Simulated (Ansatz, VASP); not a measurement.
## Two plane-wave programs on ZnS

INCAR

```
SYSTEM = ZnS
PREC = Accurate
ENCUT = 520
EDIFF = 1E-6
ISMEAR = -1
SIGMA = 0.05
LREAL = .FALSE.
LASPH = .TRUE.
NELM = 100
ALGO = Normal
ISIF = 2
LWAVE = .FALSE.
LCHARG = .FALSE.
GGA = RP
IVDW = 13
NBANDS = 26
```

KPOINTS

```
regular mesh
0
G
  8 8 5
  0 0 0
```

Contents of POSCAR:

```
ZnS
1.0
    3.7594936861      0.0000000000      0.0000000000
   -1.8797468431      3.2558170375      0.0000000000
    0.0000000000      0.0000000000      6.1497464286
Zn S
2 2
Direct
    0.6666666667      0.3333333333      0.5000000000
    0.3333333333      0.6666666667      0.0000000000
    0.6666666667      0.3333333333      0.8850000000
    0.3333333333      0.6666666667      0.3850000000
```

File input.yaml:

```yaml
crystal:
  lattice:
    - [3.7594936861, 0.0, 0.0]
    - [-1.8797468431, 3.2558170375, 0.0]
    - [0.0, 0.0, 6.1497464286]
  atoms:
    - { symbol: Zn, position: [0.6666666667, 0.3333333333, 0.5] }
    - { symbol: Zn, position: [0.3333333333, 0.6666666667, 0.0] }
    - { symbol: S, position: [0.6666666667, 0.3333333333, 0.885] }
    - { symbol: S, position: [0.3333333333, 0.6666666667, 0.385] }
hamiltonian:
  xc: rpbe
  pseudopotentials: { kind: paw }
  dispersion: d4
kpoints:
  mp_grid: { grid: [8, 8, 5] }
scf:
  occupations: { method: fermi_dirac, width: 0.05 }
output:
  forces: true
  stress: true
  eigenvalues: true
```

Alike in both runs: task single point; functional RPBE; dispersion D4; k mesh 8 × 8 × 5; occupations fermi-dirac, width 0.05 eV; no spin polarisation.

|  | VASP | Ansatz |
| --- | --- | --- |
| version | VASP 6.6.1 | Ansatz 0.2.0 |
| potentials or method | VASP PAW PBE potentials, release 64 (Zn, S) | Ansatz PAW |
| plane-wave cutoff (eV) | 520 | 420 |
| valence electrons in the cell | 36 | 36 |

```csv
,VASP,Ansatz,Ansatz less VASP
gap on the k mesh at the Fermi level (eV),2.62,2.61,-0.003
least direct gap on the mesh (eV),2.62,2.61,-0.003
pressure (GPa),2.3,2.2,-0.17
"traceless stress, the component that is largest in VASP (GPa)",-2.00,-1.98,+0.019
rms of the force components (eV/Å),0.219,0.216,-0.0030
```

VASP's potentials were made for PBE, not for RPBE. Atom by atom the forces differ by 0.003 eV/Å (rms over components).

Noted on Ansatz's run: odd divisions of the mesh miss points on the zone boundary, where band edges often lie, so the gap on the mesh can be too wide.
